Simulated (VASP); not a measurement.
# TiN (Fm-3m) in VASP: a series of runs

The runs below take TiN through single point, with PBE.

Program: VASP 6.6.1. These are calculated values, not measurements. Logs are shortened: lines on timing, memory, paths and dates and some standing lists are left out, and cuts for length are marked.

### Step 1. The cell of the first run

It takes space group Fm-3m (No. 225, cubic). Conventional cell: a = 4.130 Å, b = 4.130 Å, c = 4.130 Å, α = 90.00°, β = 90.00°, γ = 90.00°. Within 2.7 Å of Ti (site symmetry m-3m) lie 6 N at 2.07 Å. N (site symmetry m-3m) has 6 Ti at 2.07 Å within 2.7 Å.

### Step 2. Single point, PBE, collinear spin (8.81 Å³/atom)

File INCAR:

```
ALGO = Normal ; EDIFF = 1E-6
ENCUT = 520 ; GGA = PE
ISIF = 2 ; ISMEAR = 0
ISPIN = 2 ; LASPH = True
LCHARG = False ; LMAXMIX = 4
LORBIT = 11 ; LREAL = False
LWAVE = False ; MAGMOM = 0.625 0
NBANDS = 20 ; NELM = 150
NUPDOWN = 0.625 ; PREC = Accurate
SIGMA = 0.15
```

File KPOINTS:

```
k-points
0
Gamma
  20 20 20
```

File POSCAR:

```
TiN
1.0
    0.0000000000      2.0651075071      2.0651075071
    2.0651075071      0.0000000000      2.0651075071
    2.0651075071      2.0651075071      0.0000000000
Ti N
1 1
Direct
    0.0000000000      0.0000000000      0.0000000000
    0.5000000000      0.5000000000      0.5000000000
```

Potentials or basis: VASP PAW PBE potentials, release 64 (Ti_sv, N).

The run is started by

```console
> cat potpaw_PBE.64/Ti_sv/POTCAR potpaw_PBE.64/N/POTCAR > POTCAR
> mpirun -np 1 vasp_std > vasp.out
```

OUTCAR:

```text
EDIFF = 1E-6
   ENCUT = 520
   GGA = PE
   ISIF = 2
   ISMEAR = 0
   ISPIN = 2
   LASPH = True
   LORBIT = 11
   LREAL = False
   NELM = 150
   NUPDOWN = 0.625
   PREC = Accurate

 ion  position               nearest neighbor table
   1  0.000  0.000  0.000-   2 2.07   2 2.07   2 2.07   2 2.07   2 2.07   2 2.07
   2  0.500  0.500  0.500-   1 2.07   1 2.07   1 2.07   1 2.07   1 2.07   1 2.07

  LATTYP: Found a face centered cubic cell.
 ALAT       =     4.1302150142

  Lattice vectors:

 A1 = (   0.0000000000,   2.0651075071,   2.0651075071)
 A2 = (   2.0651075071,   0.0000000000,   2.0651075071)
 A3 = (   2.0651075071,   2.0651075071,   0.0000000000)

Analysis of symmetry for initial positions (statically):
=====================================================================
 Subroutine PRICEL returns:
 Original cell was already a primitive cell.

 Routine SETGRP: Setting up the symmetry group for a
 face centered cubic supercell.

 Subroutine GETGRP returns: Found 48 space group operations
 (whereof 48 operations were pure point group operations)
 out of a pool of 48 trial point group operations.

The static configuration has the point symmetry O_h .

Analysis of symmetry for dynamics (positions and initial velocities):
=====================================================================
 Subroutine PRICEL returns:
 Original cell was already a primitive cell.

 Routine SETGRP: Setting up the symmetry group for a
 face centered cubic supercell.

 Subroutine GETGRP returns: Found 48 space group operations
 (whereof 48 operations were pure point group operations)
 out of a pool of 48 trial point group operations.

The dynamic configuration has the point symmetry O_h .

Analysis of structural, dynamic, and magnetic symmetry:
=====================================================================
 Subroutine PRICEL returns:
 Original cell was already a primitive cell.

 Routine SETGRP: Setting up the symmetry group for a
 face centered cubic supercell.

 Subroutine GETGRP returns: Found 48 space group operations
 (whereof 48 operations were pure point group operations)
 out of a pool of 48 trial point group operations.

The overall configuration has the point symmetry O_h .

 Subroutine INISYM returns: Found 48 space group operations
 (whereof 48 operations are pure point group operations),
 and found     1 'primitive' translations

[... 116 lines left out ...]
  Fermi-wavevector in a.u.,A,eV,Ry     =   1.617851  3.057295 35.612451  2.617441
  Thomas-Fermi vector in A             =   2.712209
   LORBIT       =     11    0 simple, 1 ext, 2 COOP (PROOUT), +10 PAW based schemes
   GGA     = PE    functional components
   LHFCALC =     F    Hartree Fock is set to
   AEXX    =    0.0000 exact exchange contribution
   IVDW    =     0    specifies the selected vdW correction
   LEPSILON=     F    determine dielectric tensor
   LRPA    =     F    only Hartree local field effects (RPA)
 spin polarized calculation
 Gauss-broadening in eV      SIGMA  =   0.15
  energy-cutoff  :      520.00
  volume of cell :       17.61
 maximum number of plane-waves:       495
 NGX is ok and might be reduce to    24
   NGX = 11   NGY = 11   NGZ = 11

 number of electron      17.0000002 magnetization       0.6250000

 Free energy of the ion-electron system (eV)
  ---------------------------------------------------
  ext. energy  EPLUGINS =         0.00000000
  ---------------------------------------------------
  free energy    TOTEN  =       -19.32271273 eV

  energy without entropy =      -19.31439748  energy(sigma->0) =      -19.31855510

 E-fermi :  11.7811     XC(G=0): -13.4535

 val. band max:       13.0668349807   @ k =  -0.2500   0.3500   0.1500
 cond. band min:      11.7890378238   @ k =   0.2000   0.1500   0.0500
 fundamental gap:     -1.2777971569
 Fermi energy:        13.0821466268

 spin component 1

 k-point     1 :       0.0000    0.0000    0.0000
  band No.  band energies     occupation
      1     -45.3416      1.00000
      2     -21.2585      1.00000
      3     -21.2585      1.00000
      4     -21.2585      1.00000
      5      -5.1002      1.00000
      6      10.3786      1.00000
[... 541 lines left out ...]
     19      37.3781      0.00000
     20      39.3475      0.00000

 [... further k-points ...]

 spin component 2

 k-point     1 :       0.0000    0.0000    0.0000
  band No.  band energies     occupation
      1     -44.8840      1.00000
      2     -20.7981      1.00000
      3     -20.7981      1.00000
      4     -20.7981      1.00000
      5      -4.9428      1.00000
      6      10.4727      1.00000
[... 541 lines left out ...]
     19      37.6797      0.00000
     20      39.6432      0.00000

 [... further k-points ...]

------------------------ aborting loop because EDIFF is reached ----------------------------------------

  FORCE on cell =-STRESS in cart. coord.  units (eV):
  Direction    XX          YY          ZZ          XY          YZ          ZX
  --------------------------------------------------------------------------------------
  -------------------------------------------------------------------------------------
  Total        3.4674672      3.4674672      3.4674672      0.0000000      0.0000000      0.0000000
  in kB      315.4023708    315.4023708    315.4023708      0.0000000      0.0000000      0.0000000
  external PRESSURE =     315.4023708 kB  Pullay stress =       0.0000000 kB

 VOLUME and BASIS-vectors are now :
 -----------------------------------------------------------------------------
  energy-cutoff  :      520.00
  volume of cell :       17.61
      direct lattice vectors                 reciprocal lattice vectors
     0.000000000  2.065107507  2.065107507    -0.242118146  0.242118146  0.242118146
     2.065107507  0.000000000  2.065107507     0.242118146 -0.242118146  0.242118146
     2.065107507  2.065107507  0.000000000     0.242118146  0.242118146 -0.242118146

 POSITION                                       TOTAL-FORCE (eV/Angst)
 -----------------------------------------------------------------------------------
      0.00000      0.00000      0.00000         0.000000     -0.000000     -0.000000
      2.06511      2.06511      2.06511        -0.000000      0.000000      0.000000
 -----------------------------------------------------------------------------------
    total drift:                                0.000000     -0.000000     -0.000000

  FREE ENERGIE OF THE ION-ELECTRON SYSTEM (eV)
  ---------------------------------------------------
  free  energy   TOTEN  =       -19.3227127331 eV

  energy  without entropy=      -19.3143974763  energy(sigma->0) =      -19.31855510

 total charge

# of ion       s       p       d       tot
------------------------------------------
    1        2.202   6.275   2.078  10.555
    2        1.255   2.562   0.000   3.817
--------------------------------------------------
tot          3.457   8.838   2.078  14.373

 magnetization (x)

# of ion       s       p       d       tot
------------------------------------------
    1        0.004   0.004   0.467   0.475
    2        0.000   0.036   0.000   0.036
--------------------------------------------------
tot          0.004   0.040   0.467   0.511
```

stdout:

```text
POSCAR found type information on POSCAR TiN
 POSCAR found :  2 types and       2 ions
 scaLAPACK will be used
 LDA part: xc-table for (Slater+PW92), standard interpolation
 POSCAR, INCAR and KPOINTS ok, starting setup
 FFT: planning ... GRIDC
 FFT: planning ... GRID_SOFT
 FFT: planning ... GRID
 WAVECAR not read
 entering main loop
```

It took 60 s on 1 thread of Intel Xeon 6975P-C (Granite Rapids), shared host; peak memory 0.25 GiB.

What came out:

| Quantity | Value |
| --- | --- |
| Free energy | -19.3227 eV |
| Pressure | 31.5 GPa |
| Net moment | 0.62 μB per cell |
| Site moments | Ti +0.47; N +0.04 μB |
| Valence electrons inside the program's atomic spheres | Ti 10.55; N 3.82 |

Caveat: the cell stands under pressure; the total moment is fixed, so each spin has its own Fermi level and the state may be an excited one.

### Step 3. Single point, PBE, collinear spin (8.81 Å³/atom)

File INCAR:

```
ALGO = Normal
EDIFF = 1E-6
ENCUT = 520
GGA = PE
ISIF = 2
ISMEAR = 0
ISPIN = 2
LASPH = True
LCHARG = False
LMAXMIX = 4
LORBIT = 11
LREAL = False
LWAVE = False
MAGMOM = 0.375 0
NBANDS = 20
NELM = 150
NUPDOWN = 0.375
PREC = Accurate
SIGMA = 0.15
```

KPOINTS is that of step 2.

POSCAR is that of step 2.

Potentials or basis: VASP PAW PBE potentials, release 64 (Ti_sv, N).

The run is started by

```console
> cat potpaw_PBE.64/Ti_sv/POTCAR potpaw_PBE.64/N/POTCAR > POTCAR
> mpirun -np 1 vasp_std > vasp.out
```

Wall time 60 s (1 thread of Intel Xeon 6975P-C (Granite Rapids), shared host); peak memory 0.26 GiB.

It converged, with:

| Property | Result |
| --- | --- |
| Free energy | -19.4460 eV |
| Pressure | 29.3 GPa |
| Net moment | 0.38 μB per cell |
| Site moments | Ti +0.29; N +0.02 μB |
| Valence electrons inside the program's atomic spheres | Ti 10.55; N 3.81 |

Caveat: the cell stands under pressure; the total moment is fixed, so each spin has its own Fermi level and the state may be an excited one.
